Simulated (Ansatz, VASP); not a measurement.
KZn in VASP and in Ansatz

Contents of INCAR:

```
SYSTEM = KZn
ALGO = Normal
EDIFF = 1E-6
ENCUT = 520
GGA = PS
ISIF = 2
ISMEAR = -1
LASPH = .True.
LCHARG = .True.
LELF = .True.
LREAL = .False.
LVHAR = .True.
LWAVE = .False.
NBANDS = 29
NELM = 80
PREC = Accurate
SIGMA = 0.05
```

File KPOINTS:

```
k-points
0
Gamma
  7 7 7
  0 0 0
```

Contents of POSCAR:

```
KZn
1.0
    0.0000000000      3.2799829978      3.2799829978
    3.2799829978      0.0000000000      3.2799829978
    3.2799829978      3.2799829978      0.0000000000
K Zn
2 2
Direct
    0.1250000000      0.1250000000      0.1250000000
   -0.1250000000     -0.1250000000     -0.1250000000
    0.3750000000      0.3750000000      0.3750000000
   -0.3750000000     -0.3750000000     -0.3750000000
```

Input for Ansatz:

```yaml
crystal:
  lattice:
    - [0.0, 3.2799829978, 3.2799829978]
    - [3.2799829978, 0.0, 3.2799829978]
    - [3.2799829978, 3.2799829978, 0.0]
  atoms:
    - { symbol: K, position: [0.125, 0.125, 0.125] }
    - { symbol: K, position: [-0.125, -0.125, -0.125] }
    - { symbol: Zn, position: [0.375, 0.375, 0.375] }
    - { symbol: Zn, position: [-0.375, -0.375, -0.375] }
kpoints:
  mp_grid: { grid: [7, 7, 7] }
  band_path:
    path:
      - [0.0, 0.0, 0.0]
      - [0.5, 0.0, 0.5]
      - [0.625, 0.25, 0.625]
      - [0.375, 0.375, 0.75]
      - [0.0, 0.0, 0.0]
      - [0.5, 0.5, 0.5]
      - [0.5, 0.25, 0.75]
      - [0.5, 0.0, 0.5]
    npoints: 8
scf:
  occupations: { method: fermi_dirac, width: 0.05 }
hamiltonian:
  xc: pbesol
  pseudopotentials: { kind: all_electron, lapw: { basis_error: 0.0005 } }
output:
  forces: true
  stress: true
  eigenvalues: true
  populations: true
```

Change from the starting cell: volume scaled by 0.6, LAPW.

Alike in both runs: task single point; functional PBEsol; k mesh 7 × 7 × 7; occupations fermi-dirac, width 0.05 eV; no spin polarisation.

```csv
,VASP,Ansatz
version,VASP 6.6.1,Ansatz 0.2.0
potentials or method,"VASP PAW PBE potentials, release 64 (K_sv, Zn), cutoff 520 eV","all-electron LAPW, scalar-relativistic"
```

|  | VASP | Ansatz | Ansatz less VASP |
| --- | --- | --- | --- |
| pressure (GPa) | 19.3 | 18.7 | -0.53 |

VASP's potentials were made for PBE, not for PBEsol. Ansatz ran all-electron here, and VASP with PAW potentials.
